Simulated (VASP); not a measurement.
A run of VASP 6.6.1 is set up as follows.

File INCAR:

```
PREC = Accurate
ENCUT = 600
EDIFF = 1E-6
ISMEAR = 0
SIGMA = 0.1
LREAL = F
LASPH = T
NELM = 80
ALGO = Fast
ISIF = 3
LWAVE = F
LCHARG = F
GGA = PE
IBRION = 2
NSW = 100
EDIFFG = -0.01
```

KPOINTS

```
regular mesh
0
Gamma
  6 6 8
```

File POSCAR:

```
Mg7Se
1.0
    6.3327080894      0.0000000000      0.0000000000
    0.0000000000      6.3327080894      0.0000000000
    0.0000000000      0.0000000000      4.7058451969
Mg Se
7 1
Direct
    0.2623968073      0.2623968073      0.0829862808
    0.7376031927      0.7376031927      0.0829862808
    0.7376031927      0.2623968073      0.0829862808
    0.2623968073      0.7376031927      0.0829862808
    0.5000000000      0.0000000000      0.5920561849
    0.0000000000      0.5000000000      0.5920561849
    0.5000000000      0.5000000000      0.5873603628
    0.0000000000      0.0000000000      0.7911013941
```

Potentials or basis: VASP PAW PBE potentials, release 64 (Mg, Se).

Launch:

```sh
$ cat potpaw_PBE.64/Mg/POTCAR potpaw_PBE.64/Se/POTCAR > POTCAR
$ mpirun -np 1 vasp_std > vasp.out
```

Estimate the relaxed volume.

23.51 Å³/atom.

What does it give for the band gap on the k mesh?

Zero (bands 10 and 11 overlap by 1.98 eV).

Predict the relaxed cell.

a = 6.374 Å, b = 6.374 Å, c = 4.629 Å, α = 90.00°, β = 90.00°, γ = 90.00°.

What does it give for the space group after relaxing (to 0.1 Å)?

P4mm (No. 99).

Forces on the atoms (eV/Å):
```
Mg  -0.005 -0.005 -0.002
Mg   0.005  0.005 -0.002
Mg   0.005 -0.005 -0.002
Mg  -0.005  0.005 -0.002
Mg   0.000  0.000  0.005
Mg   0.000  0.000  0.005
Mg   0.000  0.000 -0.001
Se   0.000  0.000 -0.003
```
